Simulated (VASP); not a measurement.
Wanted: the native input for a VASP 6.6.1 run.

- Task: single point
- Functional: LDA
- Potentials or basis: VASP PAW LDA potentials, release 64 (Ag)
- Cutoff: 520 eV
- k mesh: 24 × 24 × 12
- Occupations: methfessel-paxton, width 0.1 eV
- Spin: no spin polarisation
- Dipole correction: no
- Further INCAR settings: ALGO = Fast; EDIFF = 1e-06; NBANDS = 18

The structure of Ag lies in POSCAR:

```
Ag
1.0
    2.6846409995      0.0000000000      0.0000000000
   -1.3423204997      2.3249673056      0.0000000000
    0.0000000000      0.0000000000      5.7055530567
Ag
2
Direct
    0.3333333333      0.6666666667      0.2500000000
    0.6666666667      0.3333333333      0.7500000000
```

This isn't the form of Ag at room conditions, which is fcc.

This cell differs from its parent crystal: ratio of the length along z to the lengths across it x 1.3, volume and fractional coordinates fixed.

The input as run:

INCAR

```
SYSTEM = Ag
ALGO = Fast
EDIFF = 1E-6
ENCUT = 520
GGA = CA
ISIF = 2
ISMEAR = 1
LASPH = .True.
LCHARG = .False.
LREAL = .False.
LWAVE = .False.
NBANDS = 18
NELM = 80
PREC = Accurate
SIGMA = 0.1
```

KPOINTS

```
k-points
0
Gamma
  24 24 12
  0 0 0
```

Potentials or basis: VASP PAW LDA potentials, release 64 (Ag).

Launch:

```bash
$ cat potpaw_LDA.64/Ag/POTCAR > POTCAR
$ mpirun -np 1 vasp_std > vasp.out
```

It gave:

```yaml
Pressure: -1.1 GPa
Band_gap_on_the_k_mesh: zero (bands 11 and 12 overlap by 8.55 eV)
```

Wall time 5.4 min on 1 thread of AMD EPYC 7R13, on a shared host, peak memory 0.28 GiB.
